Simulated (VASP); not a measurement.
# TiTe2 (P-3m1) in VASP: a series of runs, part 2 of 2

VASP 6.6.1. The steps go on from the part before.

## 6. Single point, PBE+D3(BJ) (25.96 Å³/atom)

This run uses another cell than the first one, of 25.96 Å³/atom.

File INCAR:

```
SYSTEM = TiTe2
ALGO     = Normal         ! electronic algorithm
EDIFF    = 1E-7           ! SCF threshold, eV
ENCUT    = 520            ! plane-wave cutoff, eV
GGA      = PE             ! functional
ISIF     = 2              ! what is computed and relaxed
ISMEAR   = 0              ! smearing method
IVDW     = 12             ! dispersion correction
LASPH    = .TRUE.         ! aspherical terms in the spheres
LCHARG   = .FALSE.        ! write CHGCAR
LREAL    = .FALSE.        ! projectors in reciprocal space
LWAVE    = .FALSE.        ! write WAVECAR
NBANDS   = 19             ! bands
NELM     = 80             ! most SCF steps
PREC     = Accurate       ! precision mode
SIGMA    = 0.3            ! smearing width, eV
```

File KPOINTS:

```
k-points
0
G
  15 15 8
  0 0 0
```

File POSCAR:

```
TiTe2
1.0
    3.7260571727      0.0000000000      0.0000000000
   -1.8630285864      3.2268601675      0.0000000000
    0.0000000000      0.0000000000      6.4767113543
Ti Te
1 2
Direct
    0.0000000000      0.0000000000      0.0000000000
    0.6666666667      0.3333333333      0.2670429110
    0.3333333333      0.6666666667      0.7329570890
```

Potentials or basis: VASP PAW PBE potentials, release 64 (Ti_sv, Te).

Run with:

```sh
$ cat potpaw_PBE.64/Ti_sv/POTCAR potpaw_PBE.64/Te/POTCAR > POTCAR
$ mpirun -np 1 vasp_std > vasp.out
```

OUTCAR:

```text
SYSTEM = TiTe2
   EDIFF = 1E-7
   ENCUT = 520
   GGA = PE
   ISIF = 2
   ISMEAR = 0
   IVDW = 12
   LASPH = .TRUE.
   LREAL = .FALSE.
   NELM = 80
   PREC = Accurate
 IVDW          = 12

 ion  position               nearest neighbor table
   1  0.000  0.000  0.000-   2 2.76   3 2.76   2 2.76   3 2.76   2 2.76   3 2.76
   2  0.667  0.333  0.267-   1 2.76   1 2.76   1 2.76
   3  0.333  0.667  0.733-   1 2.76   1 2.76   1 2.76

  LATTYP: Found a hexagonal cell.
 ALAT       =     3.7260571727
 C/A-ratio  =     1.7382211421
[... 721 lines left out ...]

 Edisp (eV)   -1.52044

 E8    (eV) :    -0.7047

  FORCE on cell =-STRESS in cart. coord.  units (eV):
  Direction    XX          YY          ZZ          XY          YZ          ZX
  --------------------------------------------------------------------------------------
  -------------------------------------------------------------------------------------
  Total      -0.54887    -0.54887    -0.53289     0.00000    -0.00000     0.00000
  in kB     -11.29263   -11.29263   -10.96396     0.00000    -0.00000     0.00000
  external pressure =      -11.18 kB  Pullay stress =        0.00 kB

 VOLUME and BASIS-vectors are now :
 -----------------------------------------------------------------------------
  energy-cutoff  :      520.00
  volume of cell :       77.87
      direct lattice vectors                 reciprocal lattice vectors
     3.726057173  0.000000000  0.000000000     0.268380208  0.154949385  0.000000000
    -1.863028586  3.226860167  0.000000000     0.000000000  0.309898771  0.000000000
     0.000000000  0.000000000  6.476711354     0.000000000  0.000000000  0.154399346

 POSITION                                       TOTAL-FORCE (eV/Angst)
 -----------------------------------------------------------------------------------
      0.00000      0.00000      0.00000         0.000000      0.000000      0.000000
      1.86303      1.07562      1.72956        -0.000000      0.000000      0.003730
     -0.00000      2.15124      4.74715         0.000000     -0.000000     -0.003730
 -----------------------------------------------------------------------------------
    total drift:                               -0.000000     -0.000000      0.000000

  FREE ENERGIE OF THE ION-ELECTRON SYSTEM (eV)
  ---------------------------------------------------
  free  energy   TOTEN  =       -17.7363579605 eV

  energy  without entropy=      -17.6711746158  energy(sigma->0) =      -17.70376629
```

It took 2.6 min on 1 thread of AMD EPYC 9R45 (Zen 5), shared host; peak memory 0.37 GiB.

Results:

```yaml
Free_energy: -17.7364 eV
Pressure: -1.1 GPa
Largest_force: 0.004 eV/Å
Band_gap_on_the_k_mesh: zero (bands 12 and 13 overlap by 0.75 eV)
Dispersion_energy_per_atom: -0.507 eV
```

Forces on the atoms (eV/Å):
```
Ti   0.000  0.000  0.000
Te   0.000  0.000  0.004
Te   0.000  0.000 -0.004
```

Caveat: so wide a smearing shifts energies and pressures; spin-orbit coupling is left out, which moves the levels of the heavy elements.

## 7. Single point, PBE+D3(BJ) (26.71 Å³/atom)

This run uses another cell than the first one, of 26.71 Å³/atom.

File INCAR:

```
PREC     = Accurate       # precision mode
ENCUT    = 520            # plane-wave cutoff, eV
EDIFF    = 1E-6           # SCF threshold, eV
ISMEAR   = 0              # smearing method
SIGMA    = 0.3            # smearing width, eV
LREAL    = False          # projectors in reciprocal space
LASPH    = True           # aspherical terms in the spheres
NELM     = 60             # most SCF steps
ALGO     = Normal         # electronic algorithm
ISIF     = 2              # what is computed and relaxed
LWAVE    = False          # write WAVECAR
LCHARG   = True           # write CHGCAR
GGA      = PE             # functional
IVDW     = 12             # dispersion correction
LELF     = True           # ELF
LVHAR    = True         
NBANDS   = 19             # bands
```

File KPOINTS:

```
Automatic mesh
0
Gamma
  15 15 8
```

File POSCAR:

```
TiTe2
1.0
    3.7496644528      0.0000000000      0.0000000000
   -1.8748322264      3.2473046718      0.0000000000
    0.0000000000      0.0000000000      6.5816896596
Ti Te
1 2
Direct
    0.0000000000      0.0000000000      0.0000000000
    0.6666666667      0.3333333333      0.2625089739
    0.3333333333      0.6666666667      0.7374910261
```

Run with:

```sh
$ cat potpaw_PBE.64/Ti_sv/POTCAR potpaw_PBE.64/Te/POTCAR > POTCAR
$ mpirun -np 1 vasp_std > vasp.out
```

Wall time 2.7 min (1 thread of AMD EPYC 9R45 (Zen 5), shared host); peak memory 0.38 GiB.

The run converged. Its results:

| Property | Result |
| --- | --- |
| Free energy | -17.7148 eV |
| Pressure | -1.9 GPa |
| Band gap on the k mesh | zero (bands 12 and 13 overlap by 0.70 eV) |
| Dispersion energy per atom | -0.492 eV |

Forces in eV/Å, atoms in the order of the input:
```
Ti   0.000  0.000  0.000
Te   0.000  0.000  0.003
Te   0.000  0.000 -0.003
```

Stress tensor (GPa, compression positive):
```
-1.96  0.00  0.00
 0.00 -1.96  0.00
 0.00  0.00 -1.87
```

Levels at points of the mesh, in eV from the Fermi level:
| k point | band 10 | band 11 | band 12 | band 13 | band 14 | band 15 |
| --- | --- | --- | --- | --- | --- | --- |
| (0.00, 0.00, 0.00) | 0.31 | 0.43 | 0.43 | 0.43 | 1.15 | 1.15 |
| (0.00, 0.00, 0.50) | -1.52 | 0.42 | 0.42 | 0.86 | 0.86 | 1.00 |

Caveat: so wide a smearing shifts energies and pressures; spin-orbit coupling is left out, which moves the levels of the heavy elements.

## 8. Overview

| cell | gap on the mesh (eV) | pressure (GPa) | largest force (eV/Å) |
| --- | --- | --- | --- |
| a = 3.587, b = 3.587, c = 6.174 Å, angles 90.0, 90.0, 120.0°, 3 atoms, atomic positions A | none | 5.2 | - |
| a = 3.628, b = 3.628, c = 6.234 Å, angles 90.0, 90.0, 120.0°, 3 atoms, atomic positions B | none | 3.1 | 0.01 |
| a = 3.666, b = 3.666, c = 6.303 Å, angles 90.0, 90.0, 120.0°, 3 atoms, atomic positions C | none | 1.3 | - |
| a = 3.697, b = 3.697, c = 6.386 Å, angles 90.0, 90.0, 120.0°, 3 atoms, atomic positions D | none | 0.0 | 0.01 |
| a = 3.726, b = 3.726, c = 6.477 Å, angles 90.0, 90.0, 120.0°, 3 atoms, atomic positions E | none | -1.1 | - |
| a = 3.750, b = 3.750, c = 6.582 Å, angles 90.0, 90.0, 120.0°, 3 atoms, atomic positions F | none | -1.9 | - |

Alike in all rows: task single point; level PBE+D3(BJ); potentials or basis VASP PAW PBE potentials, release 64 (Ti_sv, Te); no spin polarisation; k mesh 15 × 15 × 8; cutoff (eV) 520; smearing gaussian 0.3 eV.

Caveats: so wide a smearing shifts energies and pressures; spin-orbit coupling is left out, which moves the levels of the heavy elements; the cell stands under pressure (at least some runs).

Absolute energies hang on the potentials; compare differences alone.
